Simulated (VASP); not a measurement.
The system is PdPt2.

```
CELL_PARAMETERS angstrom
2.77548 0.00000 0.00000
0.00000 2.77548 0.00000
0.00000 0.00000 5.72651
ATOMIC_POSITIONS crystal
Pd 0.00000 0.00000 0.00000
Pt 0.50000 0.50000 0.29500
Pt 0.50000 0.50000 0.70500
```

| Quantity | Value |
| --- | --- |
| Program | VASP 6.6.1 |
| Task | relaxation of cell and atoms |
| Functional | PBE |
| Potentials or basis | VASP PAW PBE potentials, release 64 (Pd, Pt) |
| Cutoff | 600 eV |
| k mesh | 6 × 6 × 4 |
| Occupations | gaussian, width 0.1 eV |
| Spin | no spin polarisation |

At the start: pressure 37.6 GPa; volume 14.70 Å³/atom.

Q: How do energy, volume and symmetry change on relaxing?

A: Over 12 steps the energy falls by 331.4 meV/atom and the volume is 16.37 Å³/atom (+11.3 %); space group P4/mmm (No. 123, to 0.05 Å).

Step by step:
```tsv
step	energy change (eV)	largest force (eV/Å)	pressure (GPa)	volume (Å³)
1	0.0000	0.2980	37.64	44.11
2	1.4542	0.1991	-25.73	69.56
3	-0.7934	0.5010	-6.03	51.77
4	-0.8060	0.4951	-3.56	51.03
5	-0.8073	0.4907	-2.42	50.74
6	-0.9348	0.5825	-0.62	49.69
7	-0.9651	0.6513	1.37	48.97
8	-0.9657	0.6703	1.86	48.83
9	-0.9878	0.0470	-2.72	49.76
10	-0.9894	0.1811	-1.82	49.57
11	-0.9888	0.2574	1.79	48.62
12	-0.9942	0.0129	-0.11	49.10
```

Final structure:
```
Pd Pt
1.0
     2.73271    0.00000    0.00000
     0.00000    2.73271    0.00000
     0.00000    0.00000    6.57441
Pd Pt
1 2
Direct
  0.00000 0.00000 0.00000
  0.50000 0.50000 0.30607
  0.50000 0.50000 0.69393
```

Caveat: the k points lie up to 0.38 Å⁻¹ apart in the final cell.
